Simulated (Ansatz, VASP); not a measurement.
# Two plane-wave programs on SnS

The input POSCAR:

```
SnS
1.0
   11.2581760000      0.0000000000      0.0000000000
    0.0000000000      3.9150930000      0.0000000000
    0.0000000000      0.0000000000      4.6204760000
Sn S
4 4
Direct
    0.6220000000      0.2500000000      0.3730000000
    0.8780000000      0.7500000000      0.8730000000
    0.1220000000      0.2500000000      0.1270000000
    0.3780000000      0.7500000000      0.6270000000
    0.8491000000      0.2500000000      0.5011000000
    0.6509000000      0.7500000000      0.0011000000
    0.3491000000      0.2500000000      0.9989000000
    0.1509000000      0.7500000000      0.4989000000
```

The input INCAR.step1:

```
PREC = Accurate
ENCUT = 550
ISMEAR = -1
SIGMA = 0.0134
LREAL = F
LASPH = T
NELM = 120
NBANDS = 50
GGA = PE
ALGO = Normal
EDIFF = 1E-5
LWAVE = T
LCHARG = F
GGA_COMPAT = F
```

The input INCAR.step2:

```
PREC = Accurate
ENCUT = 550
EDIFF = 1E-6
ISMEAR = -1
SIGMA = 0.0134
LREAL = F
LASPH = T
NELM = 120
ALGO = Normal
ISIF = 2
LWAVE = F
LCHARG = F
METAGGA = R2SCAN
LMIXTAU = T
NBANDS = 50
ISTART = 1
GGA_COMPAT = F
```

The input KPOINTS:

```
Automatic mesh
0
Gamma
  3 7 6
```

Input for Ansatz:

```yaml
crystal:
  lattice:
    - [11.258176, 0.0, 0.0]
    - [0.0, 3.915093, 0.0]
    - [0.0, 0.0, 4.620476]
  atoms:
    - { symbol: Sn, position: [0.622, 0.25, 0.373] }
    - { symbol: Sn, position: [0.878, 0.75, 0.873] }
    - { symbol: Sn, position: [0.122, 0.25, 0.127] }
    - { symbol: Sn, position: [0.378, 0.75, 0.627] }
    - { symbol: S, position: [0.8491, 0.25, 0.5011] }
    - { symbol: S, position: [0.6509, 0.75, 0.0011] }
    - { symbol: S, position: [0.3491, 0.25, 0.9989] }
    - { symbol: S, position: [0.1509, 0.75, 0.4989] }
  symmetry: { tolerance: 0.0003 }
kpoints:
  mp_grid: { grid: [3, 7, 6], shift: [0, 0, 0] }
  band_path:
    path:
      - [0.0, 0.0, 0.0]
      - [0.5, 0.0, 0.0]
      - [0.5, 0.5, 0.0]
      - [0.0, 0.5, 0.0]
      - [0.0, 0.0, 0.0]
      - [0.0, 0.0, 0.5]
      - [0.5, 0.0, 0.5]
      - [0.5, 0.5, 0.5]
      - [0.0, 0.5, 0.5]
      - [0.0, 0.0, 0.5]
      - [0.5, 0.0, 0.0]
    npoints: 6
magnetization:
  spin_polarized: false
scf:
  occupations: { method: fermi_dirac, width: 0.0134 }
  lower_state_search: "off"
  max_iter: 200
hamiltonian:
  pseudopotentials: { kind: paw }
  xc: r2scan
basis:
  ecutwfc: 500
  fft_grid_basis: typed
output:
  forces: true
  stress: true
  eigenvalues: true
  bader: true
  populations: true
  elf: true
  write_potential: true
  volumetric_format: npy
  dos:
    e_range: [-12, 8]
    de: 0.05
    projected: { site_lists: { S: [S], Sn: [Sn] } }
checkpoint:
  read: saved_state
```

Alike in both runs: task single point; functional r2SCAN; k mesh 3 × 7 × 6; occupations fermi-dirac, width 0.0134 eV; no spin polarisation.

|  | VASP | Ansatz |
| --- | --- | --- |
| version | VASP 6.6.1 | Ansatz 0.2.0 |
| potentials or method | VASP PAW PBE potentials, release 64 (Sn_d, S), cutoff 550 eV | PAW plane waves |
| valence electrons in the cell | 80 | 80 |

```tsv
	VASP	Ansatz	Ansatz less VASP
gap on the k mesh at the Fermi level (eV)	1.22	1.22	-0.001
pressure (GPa)	0.6	0.6	+0.01
traceless stress, the component that is largest in VASP (GPa)	-0.33	-0.35	-0.021
rms of the force components (eV/Å)	0.063	0.056	-0.0072
```

VASP's potentials were made for PBE, not for r2SCAN. Atom by atom the forces differ by 0.008 eV/Å (rms over components).
